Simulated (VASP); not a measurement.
Wanted: the native input for a VASP 6.6.1 run.

```
Task                   : single point
Functional             : LDA
Potentials or basis    : VASP PAW LDA potentials, release 64 (B, N)
Cutoff                 : 520 eV
k mesh                 : 12 × 12 × 4
Occupations            : gaussian, width 0.02 eV
Spin                   : no spin polarisation
Dipole correction      : no
Further INCAR settings : ALGO = Normal; EDIFF = 1e-06; NBANDS = 16
```

The structure of BN lies in POSCAR:

```
BN
1.0
    2.5064254183      0.0000000000      0.0000000000
   -1.2532127092      2.1706280850      0.0000000000
    0.0000000000      0.0000000000      6.6141241205
B N
2 2
Direct
    0.3333333333      0.6666666667      0.2500000000
    0.6666666667      0.3333333333      0.7500000000
    0.3333333333      0.6666666667      0.7500000000
    0.6666666667      0.3333333333      0.2500000000
```

One way to write it, as run:

INCAR

```
  PREC = Accurate
  ENCUT = 520
  EDIFF = 1E-6
  ISMEAR = 0
  SIGMA = 0.02
  LREAL = False
  LASPH = True
  NELM = 60
  ALGO = Normal
  ISIF = 2
  LWAVE = False
  LCHARG = False
  GGA = CA
  NBANDS = 16
```

KPOINTS

```
Automatic mesh
0
Gamma
  12 12 4
```

Potentials or basis: VASP PAW LDA potentials, release 64 (B, N).

The run is started by

```sh
$ cat potpaw_LDA.64/B/POTCAR potpaw_LDA.64/N/POTCAR > POTCAR
$ mpirun -np 1 vasp_std > vasp.out
```

Results of the run:

```json
{
 "Pressure": "-4.8 GPa",
 "Band gap on the k mesh": "4.06 eV, indirect (least direct gap 4.48 eV)"
}
```

It took 40 s on 1 thread of Intel Xeon 8259CL, on a shared host, peak memory 0.15 GiB.
